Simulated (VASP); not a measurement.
# B9W in VASP: a series of runs, part 2 of 2

VASP 6.6.1. Earlier steps stand in the parts before.

**4. Single point, PBE**

File INCAR:

```
PREC     = Accurate       # precision mode
ENCUT    = 420            # plane-wave cutoff, eV
EDIFF    = 1E-6           # SCF threshold, eV
ISMEAR   = -1             # smearing method
SIGMA    = 0.05           # smearing width, eV
LREAL    = Auto         
LASPH    = True           # aspherical terms in the spheres
NELM     = 120            # most SCF steps
ALGO     = Normal         # electronic algorithm
ISIF     = 2              # what is computed and relaxed
LWAVE    = False          # write WAVECAR
LCHARG   = False          # write CHGCAR
GGA      = PE             # functional
ISYM     = -1           
NBANDS   = 57             # bands
GGA_COMPAT= False
```

File KPOINTS:

```
explicit points
1
Reciprocal
  0.25000000   0.25000000   0.25000000 1
```

File POSCAR:

```
B9W
1.0
    5.2893000000      0.0549780000     -0.1542150000
    0.0549780000      5.6170210000     -0.0299570000
   -0.1542150000     -0.0299570000      5.3834570000
B W
18 2
Direct
    1.0060561406      0.7567751800      0.7881641224
    0.5266996168      0.5745335517      0.4757124062
    0.3867542085      0.8031552952      0.2655183135
    0.5018836823      0.6300974375      0.7829255107
    1.0017220336      0.8138633508      0.4568617280
    0.2715910968      0.6448632353      0.9717218116
    0.9094966654      0.5255878697      0.3386991043
    0.5333340314      0.3429830912      0.7031366373
    0.2297453401      0.5154332534      0.2631554430
    0.6108557569      0.0060888581      0.1067153549
    0.7271463712      0.7890053806      0.9128699480
    0.7716067148      0.3258532538      0.5122663589
    0.3917149101      0.2733073929      0.4041148252
    0.2860330385      0.2330225395      0.1109597869
    0.7244002475      0.7871478178      0.2838701918
    0.1878320567      0.0378950644      0.3355477239
    0.8553969501      0.0801139220      0.3339985837
    0.0105812771      0.5057269537      0.0153772667
    0.9052548888      0.1545657854      0.9037408880
    0.3317609660      0.0017767561      0.7511977422
```

On the command line:

```bash
> cat potpaw_PBE.64/B/POTCAR potpaw_PBE.64/W_sv/POTCAR > POTCAR
> mpirun -np 1 vasp_std > vasp.out
```

It took 42 s on 1 thread of Intel Xeon 8259CL, shared host; peak memory 0.22 GiB.

Results (log left out):

- Free energy: -139.9004 eV
- Pressure: 7.2 GPa
- Largest force: 2.311 eV/Å

Forces on the atoms (eV/Å):
```
B    0.575  0.027  0.047
B   -0.363  0.309 -1.052
B    0.270 -1.490 -0.311
B    0.592  0.236  0.472
B    0.958  0.316  1.596
B   -0.333  0.619  0.540
B    0.288  0.941 -0.343
B   -0.233  0.168  0.265
B    1.427  1.812  0.155
B   -0.767  0.516  0.304
B    0.071 -0.091 -0.456
B    0.131 -1.286 -0.547
B    0.309  0.385  1.041
B   -0.322 -0.773 -1.077
B   -0.923 -0.452  0.069
B   -0.642 -0.444 -0.031
B   -0.309  0.035  0.312
B   -1.138 -0.938 -0.025
W   -0.493  0.454  0.240
W    0.901 -0.342 -1.201
```

Stress tensor (GPa, compression positive):
```
 9.45  8.52 -6.99
 8.52  9.58 10.32
-6.99 10.32  2.54
```

Levels at points of the mesh, in eV from the Fermi level:
```csv
k point,band 37,band 38,band 39,band 40,band 41,band 42,band 43,band 44,band 45,band 46
"(0.25, 0.25, 0.25)",-1.99,-1.49,-1.09,-0.61,-0.47,0.47,0.98,1.39,1.69,2.04
```

Caveat: the atoms stand as in a frame of molecular dynamics; spin-orbit coupling is left out, which moves the levels of the heavy elements.

**5. Single point, PBE**

Changes to INCAR since step 4:

```diff
@@ -13,4 +13,4 @@
 GGA      = PE             # functional
+NBANDS   = 57             # bands
 ISYM     = -1           
-NBANDS   = 57             # bands
 GGA_COMPAT= False
```

KPOINTS is that of step 4.

File POSCAR:

```
B9W
1.0
    5.2893000000      0.0549780000     -0.1542150000
    0.0549780000      5.6170210000     -0.0299570000
   -0.1542150000     -0.0299570000      5.3834570000
B W
18 2
Direct
    1.0178428782      0.7550020359      0.7935793367
    0.5362837948      0.5682147798      0.4876710291
    0.4002563787      0.8124571327      0.2704233201
    0.5253390432      0.6381320905      0.8159843542
    1.0292222270      0.8288482262      0.4860457346
    0.2745320120      0.6530332590      0.9918466650
    0.9242481607      0.5640807268      0.3514238335
    0.5609852076      0.3573495799      0.7161911863
    0.2530259381      0.5520304057      0.2788744426
    0.6116062354      0.0207198235      0.1219271482
    0.7296187004      0.8140260455      0.9171268436
    0.7626786965      0.3196647484      0.4977852878
    0.4067764932      0.2817029328      0.4158309450
    0.3134996863      0.2301801105      0.1106619519
    0.7313811650      0.7879468031      0.2828592239
    0.1828799961      0.0493935756      0.3451656662
    0.8714162171      0.0873758731      0.3407161924
   -0.0045464795      0.5198977357      0.0314965720
    0.9155176128      0.1607941311      0.9125859942
    0.3489302973      0.0052835228      0.7437376326
```

On the command line:

```bash
> cat potpaw_PBE.64/B/POTCAR potpaw_PBE.64/W_sv/POTCAR > POTCAR
> mpirun -np 1 vasp_std > vasp.out
```

Run time: 47 s. Hardware: 1 thread of Intel Xeon 8259CL, shared host; peak memory 0.22 GiB.

It converged, with:

```yaml
Free_energy: -139.7467 eV
Pressure: 6.4 GPa
Largest_force: 2.249 eV/Å
```

Forces in eV/Å, atoms in the order of the input:
```
B    0.286  0.688  1.065
B   -0.095  1.743 -0.870
B    0.164 -0.046  0.492
B   -1.353 -1.396 -1.130
B   -0.652 -0.585 -0.224
B   -0.106  0.330 -1.154
B    0.336 -2.024  0.745
B   -0.761 -0.689  0.840
B   -0.973 -1.427  0.196
B   -0.057  0.274  0.214
B    1.633  0.334 -0.578
B    0.860  0.288 -0.015
B   -0.186  0.458  0.481
B   -0.774 -0.191 -0.238
B   -0.060  1.317  0.310
B    1.987  0.556 -0.785
B   -1.405 -0.263 -0.136
B    0.504 -0.393  0.346
W    0.212  0.436  0.174
W    0.439  0.588  0.268
```

Stress tensor (GPa, compression positive):
```
 6.30  7.03 -6.60
 7.03  9.56 11.00
-6.60 11.00  3.37
```

Levels at points of the mesh, in eV from the Fermi level:
```tsv
k point	band 39	band 40	band 41	band 42	band 43	band 44
(0.25, 0.25, 0.25)	-1.13	-0.72	-0.46	0.46	0.93	1.25
```

Caveat: the atoms stand as in a frame of molecular dynamics; spin-orbit coupling is left out, which moves the levels of the heavy elements.

**6. Summary**

```tsv
cell	smearing	pressure (GPa)	largest force (eV/Å)
as given, atomic positions A	fermi-dirac 0.3102 eV	7.6	5.82
as given, atomic positions B	fermi-dirac 0.05 eV	6.5	2.40
as given, atomic positions C	fermi-dirac 0.05 eV	7.2	2.31
as given, atomic positions D	fermi-dirac 0.05 eV	6.4	2.25
```

Alike in all rows: task single point; level PBE; potentials or basis VASP PAW PBE potentials, release 64 (B, W_sv); no spin polarisation; k mesh 1 × 1 × 1, shifted; cutoff (eV) 420.

Caveats: the atoms stand as in a frame of molecular dynamics; spin-orbit coupling is left out, which moves the levels of the heavy elements; so wide a smearing shifts energies and pressures (at least some runs).

Absolute energies hang on the potentials; compare differences alone.
